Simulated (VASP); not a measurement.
KCl: single point with PBE

Crystal: KCl.

```
CELL_PARAMETERS angstrom
0.00000 3.21188 3.21188
3.21188 0.00000 3.21188
3.21188 3.21188 0.00000
ATOMIC_POSITIONS crystal
K 0.00000 0.00000 0.00000
Cl 0.50000 0.50000 0.50000
```

This cell differs from its parent crystal: volume scaled by 1.020.

- Program: VASP 6.6.1
- Task: single point
- Functional: PBE
- Potentials or basis: VASP PAW PBE potentials, release 64 (K_sv, Cl)
- Cutoff: 520 eV
- k mesh: 10 × 10 × 10
- Occupations: gaussian, width 0.05 eV
- Spin: no spin polarisation
- Dipole correction: no
- Further INCAR settings: ALGO = Normal; EDIFF = 1e-06; NBANDS = 15

The pressure is -0.3 GPa and the band gap on the k mesh is 4.98 eV, direct.

Levels at points of the mesh, in eV from the valence-band top:
```
           k point  band 4  band 5  band 6  band 7  band 8  band 9  band 10  band 11  band 12  band 13
(0.00, 0.00, 0.00)  -10.81  -10.81    0.00    0.00    0.00    4.98     8.34     8.34     8.34     9.18
(0.50, 0.00, 0.00)  -10.82  -10.60   -0.95   -0.28   -0.28    7.41     8.35    10.32    10.32    11.18
(0.50, 0.50, 0.00)  -10.86  -10.86   -0.62   -0.21   -0.21    6.57     8.07     9.71    10.11    10.37
```

Wall time 52 s on 1 thread of AMD EPYC 9R45 (Zen 5), on a shared host, peak memory 0.18 GiB.

 A k mesh can miss the band edges.
